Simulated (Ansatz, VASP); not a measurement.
Mg3Be in VASP and in Ansatz

```
CELL_PARAMETERS angstrom
0.00000 3.33300 3.33300
3.33300 0.00000 3.33300
3.33300 3.33300 0.00000
ATOMIC_POSITIONS crystal
Mg 0.75000 0.75000 0.75000
Mg 0.25000 0.25000 0.25000
Mg 0.00000 0.00000 0.00000
Be 0.50000 0.50000 0.50000
```

Alike in both runs: functional PBE; k mesh 12 × 12 × 12; occupations gaussian, width 0.1 eV; no spin polarisation.

Ansatz relaxed the structure, and its values are those at the end. VASP's run is a single point on that final structure, the one shown.

```csv
,VASP,Ansatz
version,VASP 6.6.1,Ansatz 0.2.0
potentials or method,"VASP PAW PBE potentials, release 64 (Mg, Be), cutoff 520 eV","scalar-relativistic, plane waves, PAW"
valence electrons in the cell,8,32
```

```tsv
	VASP	Ansatz	Ansatz less VASP
gap on the k mesh at the Fermi level (eV)	none	none	-
pressure (GPa)	-0.1	0.0	+0.11
```

A gap of «none» marks a metal or a gap that the smearing closes. VASP's potentials hold 8 valence electrons a cell and Ansatz's 32, so a difference there can come from the potentials and not from the codes.
